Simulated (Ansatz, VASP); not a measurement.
**Two plane-wave programs on SiNi3**

INCAR

```
PREC = Accurate
ENCUT = 520
EDIFF = 1E-7
ISMEAR = 0
SIGMA = 0.15
LREAL = False
LASPH = True
NELM = 100
ALGO = Fast
ISIF = 2
LWAVE = False
LCHARG = False
GGA = PE
NBANDS = 25
```

Contents of KPOINTS:

```
Automatic mesh
0
Gamma
  16 16 16
```

POSCAR

```
SiNi3
1.0
    3.8090137206      0.0000000000      0.0000000000
    0.0000000000      3.8090137206      0.0000000000
    0.0000000000      0.0000000000      2.9710307021
Si Ni
1 3
Direct
    0.0000000000      0.0000000000      0.0000000000
    0.0000000000      0.5000000000      0.5000000000
    0.5000000000      0.0000000000      0.5000000000
    0.5000000000      0.5000000000      0.0000000000
```

Input for Ansatz:

```yaml
crystal:
  lattice:
    - [3.8090137206, 0.0, 0.0]
    - [0.0, 3.8090137206, 0.0]
    - [0.0, 0.0, 2.9710307021]
  atoms:
    - { symbol: Si, position: [0.0, 0.0, 0.0] }
    - { symbol: Ni, position: [0.0, 0.5, 0.5] }
    - { symbol: Ni, position: [0.5, 0.0, 0.5] }
    - { symbol: Ni, position: [0.5, 0.5, 0.0] }
basis:
  ecutwfc: 420
kpoints:
  mp_grid: { grid: [16, 16, 16] }
hamiltonian:
  xc: pbe
scf:
  occupations: { method: gaussian, width: 0.15 }
output:
  forces: true
  stress: true
  eigenvalues: true
```

Alike in both runs: task single point; functional PBE; k mesh 16 × 16 × 16; occupations gaussian, width 0.15 eV; no spin polarisation.

|  | VASP | Ansatz |
| --- | --- | --- |
| version | VASP 6.6.1 | Ansatz 0.2.0 |
| potentials or method | VASP PAW PBE potentials, release 64 (Si, Ni), cutoff 520 eV | scalar-relativistic, plane waves, PAW |
| valence electrons in the cell | 34 | 58 |

```csv
,VASP,Ansatz,Ansatz less VASP
gap on the k mesh at the Fermi level (eV),none,none,-
pressure (GPa),2.5,2.6,+0.06
"traceless stress, the component that is largest in VASP (GPa)",8.21,8.48,+0.269
```

A gap of «none» marks a metal or a gap that the smearing closes. VASP's potentials hold 34 valence electrons a cell and Ansatz's 58, so a difference there can come from the potentials and not from the codes.
